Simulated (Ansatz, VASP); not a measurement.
## Two plane-wave programs on TaC

```
Ta C
1.0
     3.15505    0.00000    0.00000
     0.00000    4.46191    0.00000
     0.00000    0.00000   24.46514
Ta C
7 7
Direct
  0.50000 0.50000 0.31410
  0.00000 0.00000 0.36774
  0.50000 0.50000 0.43451
  0.00000 0.00000 0.50000
  0.50000 0.50000 0.56549
  0.00000 0.00000 0.63226
  0.50000 0.50000 0.68590
  0.50000 0.00000 0.30657
  0.00000 0.50000 0.37011
  0.50000 0.00000 0.43603
  0.00000 0.50000 0.50000
  0.50000 0.00000 0.56397
  0.00000 0.50000 0.62989
  0.50000 0.00000 0.69343
```

Alike in both runs: functional r2SCAN; k mesh 11 × 8 × 1; occupations gaussian, width 0.1 eV; no spin polarisation.

Ansatz relaxed the structure, and its values are those at the end. VASP's run is a single point on that final structure, the one shown.

```csv
,VASP,Ansatz
version,VASP 6.6.1,Ansatz 0.2.0
potentials or method,"VASP PAW PBE potentials, release 64 (Ta_pv, C), cutoff 580 eV","scalar-relativistic, plane waves, PAW"
valence electrons in the cell,105,119
```

```csv
,VASP,Ansatz,Ansatz less VASP
gap on the k mesh at the Fermi level (eV),none,none,-
rms of the force components (eV/Å),0.019,0.003,-0.0157
```

VASP's potentials were made for PBE, not for r2SCAN. A gap of «none» marks a metal or a gap that the smearing closes. VASP's potentials hold 105 valence electrons a cell and Ansatz's 119, so a difference there can come from the potentials and not from the codes. Ansatz's warnings: xc potential rough in thin density.

Spin-orbit coupling is off throughout.
